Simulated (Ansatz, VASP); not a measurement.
# Mo in VASP and in Ansatz

Contents of INCAR:

```
  PREC = Accurate
  ENCUT = 600
  EDIFF = 1E-6
  ISMEAR = 0
  SIGMA = 0.1
  LREAL = False
  LASPH = True
  NELM = 80
  ALGO = Normal
  ISIF = 3
  LWAVE = False
  LCHARG = False
  GGA = PE
  IBRION = 2
  NSW = 80
  EDIFFG = -0.05
```

Contents of KPOINTS:

```
Automatic mesh
0
Gamma
  12 12 4
```

Contents of POSCAR:

```
Mo
1.0
    2.8213302158      0.0000000000      0.0000000000
   -1.4106651079      2.4433436393      0.0000000000
    0.0000000000      0.0000000000      4.4568469547
Mo
2
Direct
    0.3333333333      0.6666666667      0.2500000000
    0.6666666667      0.3333333333      0.7500000000
```

Input for Ansatz:

```yaml
crystal:
  lattice:
    - [2.8213302151, 0.0, 0.0]
    - [-1.4106651075, 2.4433436387, 0.0]
    - [0.0, 0.0, 4.456846956]
  atoms:
    - { symbol: Mo, position: [0.3333333333, 0.6666666667, 0.25] }
    - { symbol: Mo, position: [0.6666666667, 0.3333333333, 0.75] }
basis:
  ecutwfc: 420
kpoints:
  mp_grid: { grid: [12, 12, 4] }
hamiltonian:
  xc: pbe
scf:
  occupations: { method: gaussian, width: 0.1 }
output:
  forces: true
  stress: true
  eigenvalues: true
relax:
  adjacent_minimum: "off"
  f_tol: 0.05
  max_steps: 60
  cell: { stress_tol: 0.5 }
```

Alike in both runs: task relaxation of cell and atoms; functional PBE; k mesh 12 × 12 × 4; occupations gaussian, width 0.1 eV; no spin polarisation.

```csv
,VASP,Ansatz
version,VASP 6.6.1,Ansatz 0.2.0
potentials or method,"VASP PAW PBE potentials, release 64 (Mo_sv), cutoff 600 eV","scalar-relativistic, plane waves, PAW"
valence electrons in the cell,28,28
```

```csv
,VASP,Ansatz,Ansatz less VASP
"gap on the k mesh at the Fermi level, each at its own relaxed structure (eV)",none,none,-
relaxed volume (Å³/atom),16.13,16.11,-0.024
relaxed cell length with the largest relative difference (Å),2.750,2.748,-0.0019
```

A gap of «none» marks a metal or a gap that the smearing closes.
